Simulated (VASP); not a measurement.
Wanted: the native input for a VASP 6.6.1 run.

| Property | Result |
| --- | --- |
| Task | relaxation of cell and atoms |
| Functional | PBE |
| Potentials or basis | VASP PAW PBE potentials, release 64 (Ge_d, Pt) |
| Cutoff | 600 eV |
| k mesh | 4 × 6 × 4 |
| Occupations | gaussian, width 0.1 eV |
| Spin | no spin polarisation |
| Dipole correction | no |
| Further INCAR settings | ALGO = Normal; EDIFF = 1e-07; IBRION = 2; EDIFFG = -0.04; NSW = 90; ISIF = 3 |

The structure of GePt lies in POSCAR:

```
GePt
1.0
    5.7319998700      0.0000000000      0.0000000000
    0.0000000000      3.7009999800      0.0000000000
    0.0000000000      0.0000000000      6.0879998200
Ge Pt
4 4
Direct
    0.8050000100      0.7500000000      0.5899999700
    0.1949999900      0.2500000000      0.4100000300
    0.6949999900      0.2500000000      0.0899999700
    0.3050000100      0.7500000000      0.9100000300
    0.9900000100      0.7500000000      0.1949999900
    0.0099999900      0.2500000000      0.8050000100
    0.5099999900      0.2500000000      0.6949999900
    0.4900000100      0.7500000000      0.3050000100
```

These files were run (other wordings do the same):

INCAR

```
  PREC = Accurate
  ENCUT = 600
  EDIFF = 1E-7
  ISMEAR = 0
  SIGMA = 0.1
  LREAL = F
  LASPH = T
  NELM = 60
  ALGO = Normal
  ISIF = 3
  LWAVE = F
  LCHARG = F
  GGA = PE
  IBRION = 2
  NSW = 90
  EDIFFG = -0.04
```

KPOINTS

```
regular mesh
0
Gamma
  4 6 4
```

Potentials or basis: VASP PAW PBE potentials, release 64 (Ge_d, Pt).

Command:

```sh
$ cat potpaw_PBE.64/Ge_d/POTCAR potpaw_PBE.64/Pt/POTCAR > POTCAR
$ mpirun -np 1 vasp_std > vasp.out
```

Results of the run:

```json
{
 "Relaxed volume": "16.85 Å³/atom",
 "Relaxed cell": "a = 5.834 Å, b = 3.739 Å, c = 6.179 Å, α = 90.00°, β = 90.00°, γ = 90.00°",
 "Space group after relaxing (to 0.1 Å)": "Pnma (No. 62)",
 "Energy gained by relaxing": "25.7 meV/atom",
 "Ionic steps": "9",
 "Pressure after relaxing": "0.1 GPa",
 "Largest force after relaxing": "0.024 eV/Å",
 "Band gap on the k mesh": "zero (bands 48 and 49 overlap by 1.15 eV)"
}
```

Caveat: spin-orbit coupling is left out, which moves the levels of the heavy elements.

It took 15 min on 1 thread of Intel(R) Xeon(R) 6975P-C (Granite Rapids) (shared host), peak memory 0.44 GiB.
